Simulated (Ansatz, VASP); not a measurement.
## Two plane-wave programs on AlN

```
Al N
1.0
    -1.63784    2.83682    0.00000
     0.00000    0.00000    4.10063
     4.91352    2.83682    0.00000
Al N
4 4
Direct
  0.61221 0.75000 0.22930
  0.00000 0.75000 0.66667
  0.00000 0.25000 0.33333
  0.50000 0.25000 0.83333
  0.50000 0.25000 0.16667
  0.00000 0.25000 0.66667
  0.00000 0.75000 0.33333
  0.50000 0.75000 0.83333
```

Alike in both runs: task single point; functional LDA; k mesh 8 × 6 × 4; occupations gaussian, width 0.05 eV; no spin polarisation.

|  | VASP | Ansatz |
| --- | --- | --- |
| version | VASP 6.6.1 | Ansatz 0.2.0 |
| potentials or method | VASP PAW LDA potentials, release 64 (Al, N), cutoff 520 eV | scalar-relativistic, plane waves, PAW |
| valence electrons in the cell | 32 | 32 |

Ansatz gave:

- gap on the k mesh at the Fermi level (eV): 3.00
- least direct gap on the mesh (eV): 3.00
- pressure (GPa): 18.8
- traceless stress, the component that is largest in VASP (GPa): 41.29
- rms of the force components (eV/Å): 6.979

Q: What did VASP give for the same quantities?

A: gap on the k mesh at the Fermi level (eV): 3.00; least direct gap on the mesh (eV): 3.00; pressure (GPa): 19.6; traceless stress, the component that is largest in VASP (GPa): 41.80; rms of the force components (eV/Å): 7.042.

Ansatz warns that its potentials were made for another functional, while VASP's fit it. LDA's correlation is that of Perdew and Zunger in VASP and of Perdew and Wang (1992) in Ansatz. Atom by atom the forces differ by 0.064 eV/Å (rms over components).
